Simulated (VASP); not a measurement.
A run of VASP 6.6.1:

Contents of INCAR:

```
SYSTEM = Na2H4Pd
  PREC = Accurate
  ENCUT = 600
  EDIFF = 1E-7
  ISMEAR = 1
  SIGMA = 0.05
  LREAL = .FALSE.
  LASPH = .TRUE.
  NELM = 100
  ALGO = Normal
  ISIF = 8
  LWAVE = .FALSE.
  LCHARG = .FALSE.
  GGA = PS
  IBRION = 2
  NSW = 60
  EDIFFG = -0.03
```

File KPOINTS:

```
Automatic mesh
0
G
  6 6 6
  0 0 0
```

File POSCAR:

```
Na2H4Pd
1.0
   -2.6369370600      2.6369370600      3.2432169600
    2.6369370600     -2.6369370600      3.2432169600
    2.6369370600      2.6369370600     -3.2432169600
Na H Pd
2 4 1
Direct
    0.7500000000      0.2500000000      0.5000000000
    0.2500000000      0.7500000000      0.5000000000
    0.2201833500      0.2201833500      0.4403667100
    0.7798166400      0.7798166400      0.5596332900
    0.2201833600      0.7798166400      0.0000000000
    0.7798166400      0.2201833600      0.0000000000
    0.0000000000      0.0000000000      0.0000000000
```

Potentials or basis: VASP PAW PBE potentials, release 64 (Na_pv, H, Pd).

Run with:

```sh
$ cat potpaw_PBE.64/Na_pv/POTCAR potpaw_PBE.64/H/POTCAR potpaw_PBE.64/Pd/POTCAR > POTCAR
$ mpirun -np 1 vasp_std > vasp.out
```

Hardware: 1 thread of Intel Xeon 8259CL, with other jobs on the host.

Estimate the wall time of this run.

Run time: 74 s on 1 thread of Intel Xeon 8259CL, on a shared host, peak memory 0.28 GiB. Counts: scf iterations 15, k points 30, ion steps 1.
